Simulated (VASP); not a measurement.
Write the native input for VASP 6.6.1 that does the following.

```
Task                   : single point
Functional             : LDA
Potentials or basis    : VASP PAW LDA potentials, release 64 (Ru_pv)
Cutoff                 : 520 eV
k mesh                 : 21 × 21 × 12
Occupations            : gaussian, width 0.15 eV
Spin                   : no spin polarisation
Dipole correction      : no
Further INCAR settings : ALGO = Fast; EDIFF = 1e-07; NBANDS = 21
```

The structure of Ru lies in POSCAR:

```
Ru
1.0
    2.7057993342      0.0000000000      0.0000000000
   -1.3528996671      2.3432909610      0.0000000000
    0.0000000000      0.0000000000      4.6030425000
Ru
2
Direct
    0.3333333333      0.6666666667      0.2500000000
    0.6666666667      0.3333333333      0.7500000000
```

This cell differs from its parent crystal: strain +0.0750 x Voigt [0, 0, 1, 0, 0, 0].

The input as run:

INCAR

```
SYSTEM = Ru
  PREC = Accurate
  ENCUT = 520
  EDIFF = 1E-7
  ISMEAR = 0
  SIGMA = 0.15
  LREAL = .False.
  LASPH = .True.
  NELM = 100
  ALGO = Fast
  ISIF = 2
  LWAVE = .False.
  LCHARG = .True.
  LELF = .True.
  LVHAR = .True.
  NBANDS = 21
```

KPOINTS

```
Automatic mesh
0
Gamma
  21 21 12
  0 0 0
```

Potentials or basis: VASP PAW LDA potentials, release 64 (Ru_pv).

The run is started by

```console
$ cat potpaw_LDA.64/Ru_pv/POTCAR > POTCAR
$ mpirun -np 1 vasp_std > vasp.out
```

It gave:

```yaml
Pressure: -29.0 GPa
Band_gap_on_the_k_mesh: zero (band 14 reaches 12.85 eV, above the bottom of band 15 at 10.20 eV)
```

Caveat: the cell differs from its parent crystal (strain +0.0750 x Voigt [0, 0, 1, 0, 0, 0]).

Wall time 4 min on 1 thread of AMD EPYC 7R43 64-Core Processor (Zen 3), with other jobs on the host, peak memory 0.22 GiB.
